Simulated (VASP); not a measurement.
A run of VASP 6.6.1:

The input INCAR:

```
SYSTEM = Ga8N7
ALGO     = Normal         ! electronic algorithm
EDIFF    = 1E-6           ! SCF threshold, eV
EDIFFG   = -0.04          ! ionic threshold
ENCUT    = 600            ! plane-wave cutoff, eV
GGA      = PS             ! functional
IBRION   = 2              ! ionic algorithm
ISIF     = 3              ! what is computed and relaxed
ISMEAR   = 0              ! smearing method
ISYM     = 0            
LASPH    = .True.         ! aspherical terms in the spheres
LCHARG   = .False.        ! write CHGCAR
LREAL    = Auto         
LWAVE    = .False.        ! write WAVECAR
NELM     = 100            ! most SCF steps
NSW      = 70             ! ionic steps
PREC     = Accurate       ! precision mode
SIGMA    = 0.1            ! smearing width, eV
```

File KPOINTS:

```
k-points
0
Gamma
  3 3 3
  0 0 0
```

Contents of POSCAR:

```
Ga8N7
1.0
   -3.1825782534      0.0000000000     -5.1854264119
   -3.1825782534      0.0000000000      5.1854264119
    3.1825782534      5.5123872340      0.0000000000
Ga N
8 7
Direct
    0.1669838438      0.1691929252      0.3336068614
    0.6639664045      0.6656293972      0.3305711235
    0.1622652447      0.1613628228      0.8346320400
    0.6697643188      0.6664229906      0.8353033476
    0.0861264820      0.5872675488      0.1696827808
    0.5832920699      0.0849974229      0.1691267805
    0.0855933324      0.5836938005      0.6665240134
    0.5827633643      0.0818867161      0.6699539059
    0.9782858000      0.3572720951      0.3331867372
    0.4787908799      0.8547788567      0.8368259771
    0.9826289560      0.3560898830      0.8367407078
    0.8884221335      0.7623772998      0.1611408476
    0.3898966625      0.2640661053      0.1640659011
    0.8963128822      0.7711822687      0.6658705962
    0.3984697991      0.2777756342      0.6692203376
```

Potentials or basis: VASP PAW PBE potentials, release 64 (Ga_d, N).

The run is started by

```console
$ cat potpaw_PBE.64/Ga_d/POTCAR potpaw_PBE.64/N/POTCAR > POTCAR
$ mpirun -np 1 vasp_std > vasp.out
```

Hardware: 1 thread of AMD EPYC 9R45 96-Core Processor (Zen 5), with other jobs on the host.

Problem. How long does it take, and how much memory?

Solution. Wall time 36 min on 1 thread of AMD EPYC 9R45 96-Core Processor (Zen 5), with other jobs on the host, peak memory 0.44 GiB. Counts: scf iterations 94, k points 14, ion steps 11.
